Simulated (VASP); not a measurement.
# Mg3Sb2 (P-3m1) in VASP: a series of runs

The runs below take Mg3Sb2 through electric field gradients, with PBE.

Program: VASP 6.6.1. These are calculated values, not measurements. Logs are shortened: lines on timing, memory, paths and dates and some standing lists are left out, and cuts for length are marked.

### 1 The cell of the first run

The structure is trigonal, space group P-3m1 (No. 164). Conventional cell: a = 4.582 Å, b = 4.582 Å, c = 7.244 Å, α = 90.00°, β = 90.00°, γ = 120.00°. Within 3.8 Å of Mg (site symmetry 3m) lie 4 Sb at 2.82 to 2.86 Å and 6 Mg at 3.25 to 3.77 Å. Within 4.1 Å of Mg (site symmetry -3m) lie 6 Sb at 3.15 Å and 6 Mg at 3.77 Å. Sb (site symmetry 3m) has 7 Mg at 2.82 to 3.15 Å within 3.7 Å.

### 2 Electric field gradients, PBE

INCAR

```
SYSTEM = Mg3Sb2
ALGO = Normal ; EDIFF = 1E-8
ENCUT = 520 ; GGA = PE
GGA_COMPAT = .False. ; ISIF = 2
ISMEAR = -1 ; LASPH = .True.
LCHARG = .False. ; LEFG = .True.
LREAL = .False. ; LWAVE = .False.
NBANDS = 16 ; NELM = 120
PREC = Accurate ; SIGMA = 0.08
```

KPOINTS

```
k-points
0
Gamma
  7 7 4
  0 0 0
```

POSCAR

```
Mg3Sb2
1.0
    4.5820006928      0.0000000000      0.0000000000
   -2.2910003464      3.9681290001      0.0000000000
    0.0000000000      0.0000000000      7.2440000000
Mg Sb
3 2
Direct
    0.3333333333      0.6666666667      0.6300000000
    0.6666666667      0.3333333333      0.3700000000
    0.0000000000      0.0000000000      0.0000000000
    0.3333333333      0.6666666667      0.2350000000
    0.6666666667      0.3333333333      0.7650000000
```

Potentials or basis: VASP PAW PBE potentials, release 64 (Mg, Sb).

Started as:

```sh
> cat potpaw_PBE.64/Mg/POTCAR potpaw_PBE.64/Sb/POTCAR > POTCAR
> mpirun -np 1 vasp_std > vasp.out
```

OUTCAR:

```text
SYSTEM = Mg3Sb2
   EDIFF = 1E-8
   ENCUT = 520
   GGA = PE
   ISIF = 2
   ISMEAR = -1
   LASPH = .True.
   LREAL = .False.
   NELM = 120
   PREC = Accurate

 ion  position               nearest neighbor table
   1  0.333  0.667  0.630-   5 2.82   5 2.82   5 2.82   4 2.86   2 3.25   2 3.25   2 3.25
   2  0.667  0.333  0.370-   4 2.82   4 2.82   4 2.82   5 2.86   1 3.25   1 3.25   1 3.25
   3  0.000  0.000  0.000-   4 3.15   5 3.15   4 3.15   5 3.15   5 3.15   4 3.15
   4  0.333  0.667  0.235-   2 2.82   2 2.82   2 2.82   1 2.86   3 3.15   3 3.15   3 3.15
   5  0.667  0.333  0.765-   1 2.82   1 2.82   1 2.82   2 2.86   3 3.15   3 3.15   3 3.15

  LATTYP: Found a hexagonal cell.
 ALAT       =     4.5820006928
 C/A-ratio  =     1.5809687701

  Lattice vectors:

 A1 = (   4.5820006928,   0.0000000000,   0.0000000000)
 A2 = (  -2.2910003464,   3.9681290001,   0.0000000000)
 A3 = (   0.0000000000,   0.0000000000,   7.2440000000)

Analysis of symmetry for initial positions (statically):
=====================================================================
 Subroutine PRICEL returns:
 Original cell was already a primitive cell.

 Routine SETGRP: Setting up the symmetry group for a
 hexagonal supercell.

 Subroutine GETGRP returns: Found 12 space group operations
 (whereof 12 operations were pure point group operations)
 out of a pool of 24 trial point group operations.

The static configuration has the point symmetry D_3d.

Analysis of symmetry for dynamics (positions and initial velocities):
=====================================================================
 Subroutine PRICEL returns:
 Original cell was already a primitive cell.

 Routine SETGRP: Setting up the symmetry group for a
 hexagonal supercell.

 Subroutine GETGRP returns: Found 12 space group operations
 (whereof 12 operations were pure point group operations)
 out of a pool of 24 trial point group operations.

The dynamic configuration has the point symmetry D_3d.

 Subroutine INISYM returns: Found 12 space group operations
 (whereof 12 operations are pure point group operations),
 and found     1 'primitive' translations

----------------------------------------------------------------------------------------

                                     Primitive cell

  volume of cell :     131.7102

  direct lattice vectors                    reciprocal lattice vectors
     4.582000693  0.000000000  0.000000000     0.218245275  0.126003968  0.000000000
    -2.291000346  3.968129000  0.000000000     0.000000000  0.252007936  0.000000000
     0.000000000  0.000000000  7.244000000     0.000000000  0.000000000  0.138045279

  length of vectors
     4.582000693  4.582000693  7.244000000     0.252007936  0.252007936  0.138045279

  position of ions in fractional coordinates (direct lattice)
     0.333333333  0.666666667  0.630000000
     0.666666667  0.333333333  0.370000000
     0.000000000  0.000000000  0.000000000
     0.333333333  0.666666667  0.235000000
     0.666666667  0.333333333  0.765000000

  ion indices of the primitive-cell ions
   primitive index   ion index
                 1           1
                 2           2
                 3           3
                 4           4
                 5           5

----------------------------------------------------------------------------------------

 KPOINTS: k-points

Automatic generation of k-mesh.
 Grid dimensions read from file:
 generate k-points for:    7    7    4

 Generating k-lattice:

  Cartesian coordinates                     Fractional coordinates (reciprocal lattice)
     0.031177896  0.018000567  0.000000000     0.142857143  0.000000000  0.000000000
     0.000000000  0.036001134  0.000000000     0.000000000  0.142857143  0.000000000
     0.000000000  0.000000000  0.034511320     0.000000000  0.000000000  0.250000000

  Length of vectors
     0.036001134  0.036001134  0.034511320

  Shift w.r.t. Gamma in fractional coordinates (k-lattice)
     0.000000000  0.000000000  0.000000000

 Subroutine IBZKPT returns following result:
 ===========================================

 Found     28 irreducible k-points:

 Following reciprocal coordinates:
            Coordinates               Weight
  0.000000  0.000000  0.000000      1.000000
  0.142857  0.000000  0.000000      6.000000
  0.285714  0.000000  0.000000      6.000000
  0.428571  0.000000  0.000000      6.000000
  0.142857  0.142857  0.000000      6.000000
  0.285714  0.142857  0.000000     12.000000
[... 16 lines left out ...]
  0.285714  0.000000  0.500000      6.000000
  0.428571  0.000000  0.500000      6.000000
 [... further k-points ...]
   k-points           NKPTS =     28   k-points in BZ     NKDIM =     28   number of bands    NBANDS=     16
   number of dos      NEDOS =    301   number of ions     NIONS =      5
   total plane-waves  NPLWV =  69984
   dimension x,y,z NGX =    36 NGY =   36 NGZ =   54
   dimension x,y,z NGXF=    72 NGYF=   72 NGZF=  108
   ions per type =               3   2
   NGX,Y,Z   is equivalent  to a cutoff of  13.06, 13.06, 12.39 a.u.
   NGXF,Y,Z  is equivalent  to a cutoff of  26.12, 26.12, 24.79 a.u.
 SYSTEM =  Mg3Sb2
   PREC   = accura    normal or accurate (medium, high low for compatibility)
   ISTART =      0    job   : 0-new  1-cont  2-samecut
   ICHARG =      2    charge: 1-file 2-atom 10-const
   ISPIN  =      1    spin polarized calculation?
   LNONCOLLINEAR =      F non collinear calculations
   LSORBIT =      F    spin-orbit coupling
   LASPH  =      T    aspherical Exc in radial PAW
   ENCUT  =  520.0 eV  38.22 Ry    6.18 a.u.   8.52  8.52 13.47*2*pi/ulx,y,z
   NELM   =    120;   NELMIN=  2; NELMDL= -5     # of ELM steps
   EDIFF  = 0.1E-07   stopping-criterion for ELM
   LREAL  =      F    real-space projection
   EDIFFG = 0.1E-06   stopping-criterion for IOM
   NSW    =      0    number of steps for IOM
   IBRION =     -1    ionic relax: 0-MD 1-quasi-New 2-CG
   NFREE  =      0    steps in history (QN), initial steepest desc. (CG)
   ISIF   =      2    stress and relaxation
   ISYM   =      2    0-nonsym 1-usesym 2-fastsym
   POTIM  = 0.5000    time-step for ionic-motion
   TEBEG  =    0.0;   TEEND  =   0.0 temperature during run
   PSTRESS=    0.0 pullay stress
   NELECT =      16.0000    total number of electrons
   NUPDOWN=      -1.0000    fix difference up-down
   EMIN   =  10.00;   EMAX   =-10.00  energy-range for DOS
   EFERMI =   0.00;   METHOD = LEGACY
   ISMEAR =    -1;   SIGMA  =   0.08  broadening in eV -4-tet -1-fermi 0-gaus
   EFERMI_NEDOS =   21; number of points for ismear=-14 and -15
   IALGO  =     38    algorithm
   IMIX   =      4    mixing-type and parameters
     AMIX     =   0.40;   BMIX     =  1.00
     AMIX_MAG =   1.60;   BMIX_MAG =  1.00
  volume/ion in A,a.u.               =      26.34       177.76
  Fermi-wavevector in a.u.,A,eV,Ry     =   0.810790  1.532171  8.944203  0.657380
  Thomas-Fermi vector in A             =   1.920030
   LORBIT       =      0    0 simple, 1 ext, 2 COOP (PROOUT), +10 PAW based schemes
   GGA     = PE    functional components
   LHFCALC =     F    Hartree Fock is set to
   AEXX    =    0.0000 exact exchange contribution
   IVDW    =     0    specifies the selected vdW correction
   LEPSILON=     F    determine dielectric tensor
   LRPA    =     F    only Hartree local field effects (RPA)
 non-spin polarized calculation
  energy-cutoff  :      520.00
  volume of cell :      131.71
 maximum number of plane-waves:      3591
 NGX is ok and might be reduce to    36
   NGX = 17   NGY = 17   NGZ = 27

 number of electron      15.9999999 magnetization

 Free energy of the ion-electron system (eV)
  ---------------------------------------------------
  ext. energy  EPLUGINS =         0.00000000
  ---------------------------------------------------
  free energy    TOTEN  =       -14.60471758 eV

  energy without entropy =      -14.60154498  energy(sigma->0) =      -14.60313128

 E-fermi :   4.4434     XC(G=0):  -8.7635

 val. band max:        4.3395371445   @ k =   0.0000   0.0000   0.0000
 cond. band min:       4.6832660665   @ k =   0.0000   0.4286   0.2500
 fundamental gap:      0.3437289220
 Fermi energy:         4.4434001260

 k-point     1 :       0.0000    0.0000    0.0000
  band No.  band energies     occupation
      1      -5.8640      2.00000
      2      -4.6488      2.00000
      3      -0.4918      2.00000
      4       3.3067      2.00000
      5       3.3067      2.00000
      6       4.0251      1.98934
[... 8 lines left out ...]
     15       8.5011      0.00000
     16       9.4417      0.00000

 k-point     2 :       0.1429    0.0000    0.0000
  band No.  band energies     occupation
      1      -5.7265      2.00000
      2      -4.5694      2.00000
      3      -0.3172      2.00000
      4       2.1997      2.00000
      5       2.9606      2.00000
      6       2.9632      2.00000
[... 8 lines left out ...]
     15       8.4937      0.00000
     16       8.9074      0.00000

 k-point     3 :       0.2857    0.0000    0.0000
  band No.  band energies     occupation
      1      -5.3500      2.00000
      2      -4.4016      2.00000
      3       0.1746      2.00000
      4       0.7802      2.00000
      5       1.6446      2.00000
      6       2.4644      2.00000
[... 8 lines left out ...]
     15       9.3238      0.00000
     16       9.4249      0.00000
[... 362 lines left out ...]
 k-point    23 :       0.2857    0.0000    0.5000
  band No.  band energies     occupation
      1      -4.9435      2.00000
      2      -4.9324      2.00000
      3       0.4698      2.00000
      4       0.7153      2.00000
      5       2.3785      2.00000
      6       2.7184      2.00000
[... 8 lines left out ...]
     15       9.6691      0.00000
     16       9.7688      0.00000

 k-point    24 :       0.4286    0.0000    0.5000
  band No.  band energies     occupation
      1      -4.6408      2.00000
      2      -4.6080      2.00000
      3      -0.3183      2.00000
      4      -0.0574      2.00000
      5       2.6413      2.00000
      6       2.6963      2.00000
[... 8 lines left out ...]
     15      10.1960      0.00000
     16      10.3678      0.00000

 [... further k-points ...]

------------------------ aborting loop because EDIFF is reached ----------------------------------------

  FORCE on cell =-STRESS in cart. coord.  units (eV):
  Direction    XX          YY          ZZ          XY          YZ          ZX
  --------------------------------------------------------------------------------------
  -------------------------------------------------------------------------------------
  Total        0.6005062      0.6005062      1.1651864      0.0000000      0.0000000     -0.0000000
  in kB        7.3048059      7.3048059     14.1738106      0.0000000      0.0000000     -0.0000000
  external PRESSURE =       9.5944741 kB  Pullay stress =       0.0000000 kB

 VOLUME and BASIS-vectors are now :
 -----------------------------------------------------------------------------
  energy-cutoff  :      520.00
  volume of cell :      131.71
      direct lattice vectors                 reciprocal lattice vectors
     4.582000693  0.000000000  0.000000000     0.218245275  0.126003968  0.000000000
    -2.291000346  3.968129000  0.000000000     0.000000000  0.252007936  0.000000000
     0.000000000  0.000000000  7.244000000     0.000000000  0.000000000  0.138045279

 POSITION                                       TOTAL-FORCE (eV/Angst)
 -----------------------------------------------------------------------------------
     -0.00000      2.64542      4.56372         0.000000      0.000000      0.154118
      2.29100      1.32271      2.68028         0.000000     -0.000000     -0.154118
      0.00000      0.00000      0.00000         0.000000      0.000000      0.000000
     -0.00000      2.64542      1.70234        -0.000000      0.000000     -0.499630
      2.29100      1.32271      5.54166        -0.000000     -0.000000      0.499630
 -----------------------------------------------------------------------------------
    total drift:                                0.000000      0.000000      0.000000

  FREE ENERGIE OF THE ION-ELECTRON SYSTEM (eV)
  ---------------------------------------------------
  free  energy   TOTEN  =       -14.6047175755 eV

  energy  without entropy=      -14.6015449821  energy(sigma->0) =      -14.60313128

 Electric field gradients (V/A^2)
---------------------------------------------------------------------
 ion       V_xx      V_yy      V_zz      V_xy      V_xz      V_yz
---------------------------------------------------------------------
   1       0.148     0.148    -0.296    -0.000    -0.000     0.000
   2       0.148     0.148    -0.296    -0.000    -0.000     0.000
   3      -0.360    -0.360     0.720    -0.000    -0.000     0.000
   4     -11.894   -11.894    23.788     0.000    -0.000     0.000
   5     -11.894   -11.894    23.788     0.000    -0.000     0.000
---------------------------------------------------------------------

 Electric field gradients after diagonalization (V/A^2)
 (convention: |V_zz| > |V_xx| > |V_yy|)
----------------------------------------------------------------------
 ion       V_xx      V_yy      V_zz     asymmetry (V_yy - V_xx)/ V_zz
----------------------------------------------------------------------
   1       0.148     0.148    -0.296       0.000
   2       0.148     0.148    -0.296       0.000
   3      -0.360    -0.360     0.720       0.000
   4     -11.894   -11.894    23.788       0.000
   5     -11.894   -11.894    23.788       0.000
----------------------------------------------------------------------

           NMR quadrupolar parameters

 Cq : quadrupolar parameter    Cq=e*Q*V_zz/h
 eta: asymmetry parameters     (V_yy - V_xx)/ V_zz
 Q  : nuclear electric quadrupole moment in mb (millibarn)
----------------------------------------------------------------------
 ion       Cq(MHz)       eta       Q (mb)
----------------------------------------------------------------------
   1      -0.001       0.000       1.000
   2      -0.001       0.000       1.000
   3       0.002       0.000       1.000
   4       0.058       0.000       1.000
   5       0.058       0.000       1.000
----------------------------------------------------------------------
```

It took 2.4 min on 1 thread of Intel Xeon 8259CL, shared host; peak memory 0.26 GiB.

Results:

```
Free energy                             : -14.6047 eV
Pressure                                : 1.0 GPa
Largest force                           : 0.500 eV/Å
Band gap on the k mesh                  : 0.34 eV (least direct gap 1.17 eV)
Largest electric field gradient by atom : Mg -0.3, +0.7 (each value once); Sb +23.8 V/Å²
```

Forces in eV/Å, atoms in the order of the input:
```
Mg   0.000  0.000  0.154
Mg   0.000  0.000 -0.154
Mg   0.000  0.000  0.000
Sb   0.000  0.000 -0.500
Sb   0.000  0.000  0.500
```

Levels at points of the mesh, in eV from the valence-band top:
```csv
k point,band 5,band 6,band 7,band 8,band 9,band 10,band 11,band 12
"(0.00, 0.00, 0.00)",-1.03,-0.31,-0.31,0.00,1.17,1.34,3.14,3.14
"(0.00, 0.00, 0.50)",-0.77,-0.77,-0.60,-0.60,1.87,1.96,2.83,2.83
```

Electric field gradients, principal values (V/Å²):
| atom | least | middle | greatest (by size) |
| --- | --- | --- | --- |
| 1 Mg | 0.148 | 0.148 | -0.296 |
| 2 Mg | 0.148 | 0.148 | -0.296 |
| 3 Mg | -0.360 | -0.360 | 0.720 |
| 4 Sb | -11.894 | -11.894 | 23.788 |
| 5 Sb | -11.894 | -11.894 | 23.788 |

Caveat: without QUAD_EFG the Cq values of the log hold for a quadrupole moment of 1 mb, not for the nuclei; spin-orbit coupling is left out, which moves the levels of the heavy elements; an odd mesh through Γ misses points on the zone boundary, where band edges can lie.

(Continued in part 2 of 2.)
